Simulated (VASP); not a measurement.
# AlNi3 (Fm-3m) in VASP: further runs

The runs below take AlNi3 through single point, with PBEsol.

All numbers are computed with VASP 6.6.1; they aren't measurements. Logs are shortened: lines on timing, memory, paths and dates and some standing lists are left out, and cuts for length are marked.

## Step 1: The cell of the first run

The structure is cubic, space group Fm-3m (No. 225). The conventional cell has a = 5.363 Å, b = 5.363 Å, c = 5.363 Å, α = 90.00°, β = 90.00°, γ = 90.00°. Within 3.1 Å of Al (site symmetry m-3m) lie 14 Ni at 2.32 to 2.68 Å. Ni (site symmetry -43m) has 4 Al at 2.32 Å and 10 Ni at 2.32 to 2.68 Å within 3.1 Å. Ni (site symmetry m-3m) has 8 Ni at 2.32 Å and 6 Al at 2.68 Å within 3.1 Å.

## Step 2: Single point, PBEsol (9.64 Å³/atom)

The input, INCAR:

```
ALGO = Fast ; EDIFF = 1E-6
ENCUT = 520 ; GGA = PS
ISIF = 2 ; ISMEAR = 0
LASPH = True ; LCHARG = False
LREAL = False ; LWAVE = False
NBANDS = 24 ; NELM = 60
PREC = Accurate ; SIGMA = 0.1
```

The input, KPOINTS:

```
k-points
0
Gamma
  14 14 14
```

The input, POSCAR:

```
AlNi3
1.0
    0.0000000000      2.6816694036      2.6816694036
    2.6816694036      0.0000000000      2.6816694036
    2.6816694036      2.6816694036      0.0000000000
Al Ni
1 3
Direct
    0.5000000000      0.5000000000      0.5000000000
    0.2500000000      0.2500000000      0.2500000000
    0.0000000000      0.0000000000      0.0000000000
    0.7500000000      0.7500000000      0.7500000000
```

Potentials or basis: VASP PAW PBE potentials, release 64 (Al, Ni).

The run is started by

```console
cat potpaw_PBE.64/Al/POTCAR potpaw_PBE.64/Ni/POTCAR > POTCAR
mpirun -np 1 vasp_std > vasp.out
```

OUTCAR:

```text
EDIFF = 1E-6
   ENCUT = 520
   GGA = PS
   ISIF = 2
   ISMEAR = 0
   LASPH = True
   LREAL = False
   NELM = 60
   PREC = Accurate

 ion  position               nearest neighbor table
   1  0.500  0.500  0.500-   2 2.32   2 2.32   2 2.32   4 2.32   4 2.32   4 2.32   4 2.32   2 2.32
                             3 2.68   3 2.68   3 2.68   3 2.68   3 2.68   3 2.68
   2  0.250  0.250  0.250-   3 2.32   3 2.32   3 2.32   1 2.32   1 2.32   1 2.32   3 2.32   1 2.32
                             4 2.68   4 2.68   4 2.68   4 2.68   4 2.68   4 2.68
   3  0.000  0.000  0.000-   4 2.32   4 2.32   4 2.32   2 2.32   2 2.32   2 2.32   4 2.32   2 2.32
                             1 2.68   1 2.68   1 2.68   1 2.68   1 2.68   1 2.68
   4  0.750  0.750  0.750-   1 2.32   1 2.32   1 2.32   3 2.32   3 2.32   3 2.32   3 2.32   1 2.32
                             2 2.68   2 2.68   2 2.68   2 2.68   2 2.68   2 2.68

  LATTYP: Found a face centered cubic cell.
 ALAT       =     5.3633388072

  Lattice vectors:

 A1 = (   0.0000000000,   2.6816694036,   2.6816694036)
 A2 = (   2.6816694036,   0.0000000000,   2.6816694036)
 A3 = (   2.6816694036,   2.6816694036,   0.0000000000)

Analysis of symmetry for initial positions (statically):
=====================================================================
 Subroutine PRICEL returns:
 Original cell was already a primitive cell.

 Routine SETGRP: Setting up the symmetry group for a
 face centered cubic supercell.

 Subroutine GETGRP returns: Found 48 space group operations
 (whereof 48 operations were pure point group operations)
 out of a pool of 48 trial point group operations.

The static configuration has the point symmetry O_h .

Analysis of symmetry for dynamics (positions and initial velocities):
=====================================================================
 Subroutine PRICEL returns:
 Original cell was already a primitive cell.

 Routine SETGRP: Setting up the symmetry group for a
 face centered cubic supercell.

 Subroutine GETGRP returns: Found 48 space group operations
 (whereof 48 operations were pure point group operations)
 out of a pool of 48 trial point group operations.

The dynamic configuration has the point symmetry O_h .

 Subroutine INISYM returns: Found 48 space group operations
 (whereof 48 operations are pure point group operations),
 and found     1 'primitive' translations

----------------------------------------------------------------------------------------

[... 97 lines left out ...]
   LREAL  =      F    real-space projection
   EDIFFG = 0.1E-04   stopping-criterion for IOM
   NSW    =      0    number of steps for IOM
   IBRION =     -1    ionic relax: 0-MD 1-quasi-New 2-CG
   NFREE  =      0    steps in history (QN), initial steepest desc. (CG)
   ISIF   =      2    stress and relaxation
   ISYM   =      2    0-nonsym 1-usesym 2-fastsym
   POTIM  = 0.5000    time-step for ionic-motion
   TEBEG  =    0.0;   TEEND  =   0.0 temperature during run
   PSTRESS=    0.0 pullay stress
   NELECT =      33.0000    total number of electrons
   NUPDOWN=      -1.0000    fix difference up-down
   EMIN   =  10.00;   EMAX   =-10.00  energy-range for DOS
   EFERMI =   0.00;   METHOD = LEGACY
   ISMEAR =     0;   SIGMA  =   0.10  broadening in eV -4-tet -1-fermi 0-gaus
   EFERMI_NEDOS =   21; number of points for ismear=-14 and -15
   IALGO  =     68    algorithm
   IMIX   =      4    mixing-type and parameters
     AMIX     =   0.40;   BMIX     =  1.00
     AMIX_MAG =   1.60;   BMIX_MAG =  1.00
  volume/ion in A,a.u.               =       9.64        65.07
  Fermi-wavevector in a.u.,A,eV,Ry     =   1.554167  2.936949 32.863973  2.415434
  Thomas-Fermi vector in A             =   2.658292
   LORBIT       =      0    0 simple, 1 ext, 2 COOP (PROOUT), +10 PAW based schemes
   GGA     = PS    functional components
   LHFCALC =     F    Hartree Fock is set to
   AEXX    =    0.0000 exact exchange contribution
   IVDW    =     0    specifies the selected vdW correction
   LEPSILON=     F    determine dielectric tensor
   LRPA    =     F    only Hartree local field effects (RPA)
 non-spin polarized calculation
 RMM-DIIS sequential band-by-band and
 Gauss-broadening in eV      SIGMA  =   0.10
  energy-cutoff  :      520.00
  volume of cell :       38.57
 maximum number of plane-waves:      1056
   NGX = 15   NGY = 15   NGZ = 15

 number of electron      32.9999968 magnetization

 Free energy of the ion-electron system (eV)
  ---------------------------------------------------
  ext. energy  EPLUGINS =         0.00000000
  ---------------------------------------------------
  free energy    TOTEN  =       -23.57611790 eV

  energy without entropy =      -23.56563161  energy(sigma->0) =      -23.57087476

 E-fermi :  11.7796     XC(G=0): -13.6976

 val. band max:       11.7760394507   @ k =  -0.4286   0.5000   0.0714
 cond. band min:      11.7947511956   @ k =  -0.3571   0.5000   0.1429
 fundamental gap:      0.0187117449
 Fermi energy:        11.7795606188

 k-point     1 :       0.0000    0.0000    0.0000
  band No.  band energies     occupation
      1       0.5863      2.00000
      2       7.3682      2.00000
      3       7.3682      2.00000
      4       7.6284      2.00000
      5       7.6284      2.00000
      6       7.6284      2.00000
[... 637 lines left out ...]
     23      20.2401      0.00000
     24      22.6343      0.00000

 [... further k-points ...]

------------------------ aborting loop because EDIFF is reached ----------------------------------------

  FORCE on cell =-STRESS in cart. coord.  units (eV):
  Direction    XX          YY          ZZ          XY          YZ          ZX
  --------------------------------------------------------------------------------------
  -------------------------------------------------------------------------------------
  Total        8.1979192      8.1979192      8.1979192      0.0000000     -0.0000000      0.0000000
  in kB      340.5402971    340.5402971    340.5402971      0.0000000     -0.0000000      0.0000000
  external PRESSURE =     340.5402971 kB  Pullay stress =       0.0000000 kB

 VOLUME and BASIS-vectors are now :
 -----------------------------------------------------------------------------
  energy-cutoff  :      520.00
  volume of cell :       38.57
      direct lattice vectors                 reciprocal lattice vectors
     0.000000000  2.681669404  2.681669404    -0.186451022  0.186451022  0.186451022
     2.681669404  0.000000000  2.681669404     0.186451022 -0.186451022  0.186451022
     2.681669404  2.681669404  0.000000000     0.186451022  0.186451022 -0.186451022

 POSITION                                       TOTAL-FORCE (eV/Angst)
 -----------------------------------------------------------------------------------
      2.68167      2.68167      2.68167         0.000000     -0.000000      0.000000
      1.34083      1.34083      1.34083        -0.000000     -0.000000     -0.000000
      0.00000      0.00000      0.00000         0.000000     -0.000000      0.000000
      4.02250      4.02250      4.02250         0.000000      0.000000      0.000000
 -----------------------------------------------------------------------------------
    total drift:                                0.000000      0.000000      0.000000

  FREE ENERGIE OF THE ION-ELECTRON SYSTEM (eV)
  ---------------------------------------------------
  free  energy   TOTEN  =       -23.5761179043 eV

  energy  without entropy=      -23.5656316120  energy(sigma->0) =      -23.57087476
```

Wall time 49 s (1 thread of Intel Xeon 6975P-C (Granite Rapids), shared host); peak memory 0.21 GiB.

Results:

| Item | Value |
| --- | --- |
| Free energy | -23.5761 eV |
| Pressure | 34.1 GPa |
| Band gap on the k mesh | zero (an odd number of electrons rules out a gap without spin polarisation) |

Levels at points of the mesh, in eV from the Fermi level:
```
           k point  band 13  band 14  band 15  band 16  band 17  band 18  band 19  band 20
(0.00, 0.00, 0.00)    -0.67    -0.67    -0.63    -0.63     5.87     5.87     5.87     6.64
(0.50, 0.00, 0.00)    -0.78    -0.78    -0.57    -0.57    -0.16     4.65     4.65     5.44
(0.50, 0.50, 0.00)    -1.28    -0.90    -0.71    -0.43    -0.43    -0.41    -0.01     4.91
```

Caveat: the cell stands under pressure; the PAW data sets were made with another functional, which shifts forces and pressure a little. Spin polarisation is off, so any magnetic state and its effect on volume and gap are missing.

## Step 3: Single point, PBEsol (9.97 Å³/atom)

This run uses another cell than the first one, of 9.97 Å³/atom.

The input, INCAR:

```
SYSTEM = AlNi3
PREC = Accurate ; ENCUT = 520
EDIFF = 1E-7 ; ISMEAR = 0
SIGMA = 0.1 ; LREAL = .False.
LASPH = .True. ; NELM = 80
ALGO = Fast ; ISIF = 2
LWAVE = .False. ; LCHARG = .False.
GGA = PS ; NBANDS = 24
```

The input, KPOINTS:

```
regular mesh
0
Gamma
  14 14 14
  0 0 0
```

The input, POSCAR:

```
AlNi3
1.0
    0.0000000000      2.7118030427      2.7118030427
    2.7118030427      0.0000000000      2.7118030427
    2.7118030427      2.7118030427      0.0000000000
Al Ni
1 3
Direct
    0.5000000000      0.5000000000      0.5000000000
    0.2500000000      0.2500000000      0.2500000000
    0.0000000000      0.0000000000      0.0000000000
    0.7500000000      0.7500000000      0.7500000000
```

Potentials or basis: VASP PAW PBE potentials, release 64 (Al, Ni).

The run is started by

```console
cat potpaw_PBE.64/Al/POTCAR potpaw_PBE.64/Ni/POTCAR > POTCAR
mpirun -np 1 vasp_std > vasp.out
```

OUTCAR:

```text
SYSTEM = AlNi3
   PREC = Accurate
   ENCUT = 520
   EDIFF = 1E-7
   ISMEAR = 0
   LREAL = .False.
   LASPH = .True.
   NELM = 80
   ISIF = 2
   GGA = PS

 ion  position               nearest neighbor table
   1  0.500  0.500  0.500-   2 2.35   4 2.35   2 2.35   2 2.35   2 2.35   4 2.35   4 2.35   4 2.35
                             3 2.71   3 2.71   3 2.71   3 2.71   3 2.71   3 2.71
   2  0.250  0.250  0.250-   1 2.35   3 2.35   3 2.35   3 2.35   3 2.35   1 2.35   1 2.35   1 2.35
                             4 2.71   4 2.71   4 2.71   4 2.71   4 2.71   4 2.71
   3  0.000  0.000  0.000-   2 2.35   4 2.35   4 2.35   4 2.35   4 2.35   2 2.35   2 2.35   2 2.35
                             1 2.71   1 2.71   1 2.71   1 2.71   1 2.71   1 2.71
   4  0.750  0.750  0.750-   1 2.35   3 2.35   1 2.35   1 2.35   1 2.35   3 2.35   3 2.35   3 2.35
                             2 2.71   2 2.71   2 2.71   2 2.71   2 2.71   2 2.71

  LATTYP: Found a face centered cubic cell.
 ALAT       =     5.4236060854

  Lattice vectors:

 A1 = (   0.0000000000,   2.7118030427,   2.7118030427)
 A2 = (   2.7118030427,   0.0000000000,   2.7118030427)
 A3 = (   2.7118030427,   2.7118030427,   0.0000000000)

Analysis of symmetry for initial positions (statically):
=====================================================================
 Subroutine PRICEL returns:
[... 182 lines left out ...]
 Fermi energy:        11.2501622454

 k-point     1 :       0.0000    0.0000    0.0000
  band No.  band energies     occupation
      1       0.3161      2.00000
      2       7.0583      2.00000
      3       7.0583      2.00000
      4       7.2794      2.00000
      5       7.2794      2.00000
      6       7.2794      2.00000
[... 637 lines left out ...]
     23      19.5183      0.00000
     24      21.8061      0.00000

 [... further k-points ...]

------------------------ aborting loop because EDIFF is reached ----------------------------------------

  FORCE on cell =-STRESS in cart. coord.  units (eV):
  Direction    XX          YY          ZZ          XY          YZ          ZX
  --------------------------------------------------------------------------------------
  -------------------------------------------------------------------------------------
  Total        5.8224240      5.8224240      5.8224240      0.0000000     -0.0000000      0.0000000
  in kB      233.8890998    233.8890998    233.8890998      0.0000000     -0.0000000      0.0000000
  external PRESSURE =     233.8890998 kB  Pullay stress =       0.0000000 kB

 VOLUME and BASIS-vectors are now :
 -----------------------------------------------------------------------------
  energy-cutoff  :      520.00
  volume of cell :       39.88
      direct lattice vectors                 reciprocal lattice vectors
     0.000000000  2.711803043  2.711803043    -0.184379172  0.184379172  0.184379172
     2.711803043  0.000000000  2.711803043     0.184379172 -0.184379172  0.184379172
     2.711803043  2.711803043  0.000000000     0.184379172  0.184379172 -0.184379172

 POSITION                                       TOTAL-FORCE (eV/Angst)
 -----------------------------------------------------------------------------------
      2.71180      2.71180      2.71180        -0.000000     -0.000000     -0.000000
      1.35590      1.35590      1.35590         0.000000     -0.000000     -0.000000
      0.00000      0.00000      0.00000        -0.000000     -0.000000     -0.000000
      4.06770      4.06770      4.06770         0.000000      0.000000      0.000000
 -----------------------------------------------------------------------------------
    total drift:                                0.000000     -0.000000      0.000000

  FREE ENERGIE OF THE ION-ELECTRON SYSTEM (eV)
  ---------------------------------------------------
  free  energy   TOTEN  =       -23.8114689205 eV

  energy  without entropy=      -23.8003176682  energy(sigma->0) =      -23.80589329
```

OSZICAR:

```text
N       E                     dE             d eps       ncg     rms          rms(c)
DAV:   1     0.186822820573E+03    0.18682E+03   -0.14265E+04  5112   0.181E+03
DAV:   2    -0.186060094330E+02   -0.20543E+03   -0.19339E+03  4992   0.325E+02
DAV:   3    -0.277372619436E+02   -0.91313E+01   -0.87404E+01  6056   0.937E+01
[... 10 lines left out ...]
RMM:  14    -0.238114649908E+02   -0.19601E-04   -0.28718E-04  6578   0.124E-01    0.200E-02
RMM:  15    -0.238114687620E+02   -0.37712E-05   -0.49124E-05  6913   0.404E-02    0.941E-03
RMM:  16    -0.238114689740E+02   -0.21198E-06   -0.59111E-06  6659   0.163E-02    0.814E-03
RMM:  17    -0.238114690740E+02   -0.99983E-07   -0.10149E-06  4937   0.654E-03    0.283E-03
RMM:  18    -0.238114689173E+02    0.15668E-06   -0.21054E-07  3273   0.463E-03    0.829E-04
RMM:  19    -0.238114689205E+02   -0.32137E-08   -0.63359E-08  3005   0.202E-03
   1 F= -.23811469E+02 E0= -.23805893E+02  d E =-.111513E-01
```

stdout:

```text
POSCAR found type information on POSCAR AlNi
 POSCAR found :  2 types and       4 ions
 scaLAPACK will be used
 -----------------------------------------------------------------------------
|                                                                             |
|                                                                             |
|     You enforced a specific xc type in the INCAR file but a different       |
|     I HOPE YOU KNOW WHAT YOU ARE DOING!                                     |
|                                                                             |
 -----------------------------------------------------------------------------

 LDA part: xc-table for (Slater+PW92), standard interpolation
 POSCAR, INCAR and KPOINTS ok, starting setup
 FFT: planning ... GRIDC
 FFT: planning ... GRID_SOFT
 FFT: planning ... GRID
 WAVECAR not read
 entering main loop
WARNING in EDDRMM: call to ZHEGV failed, returncode =   8  4     24
 num prob RMM:  18    -0.238114689173E+02    0.15668E-06   -0.21054E-07  3273   0.463E-03    0.829E-04
WARNING in EDDRMM: call to ZHEGV failed, returncode =   8  4     22
```

Run time: 78 s. Hardware: 1 thread of Intel Xeon 6975P-C (Granite Rapids), shared host; peak memory 0.22 GiB.

Results:

```
Free energy            : -23.8115 eV
Pressure               : 23.4 GPa
Band gap on the k mesh : zero (an odd number of electrons rules out a gap without spin polarisation)
```

Levels at points of the mesh, in eV from the Fermi level:
```
           k point  band 14  band 15  band 16  band 17  band 18  band 19
(0.00, 0.00, 0.00)    -0.64    -0.59    -0.59     5.75     5.75     5.75
(0.50, 0.00, 0.00)    -0.74    -0.54    -0.54    -0.16     4.56     4.56
(0.50, 0.50, 0.00)    -0.86    -0.68    -0.41    -0.41    -0.39    -0.02
```

Caveat: the cell stands under pressure; the PAW data sets were made with another functional, which shifts forces and pressure a little.

(Part 1 of 2 ends here.)
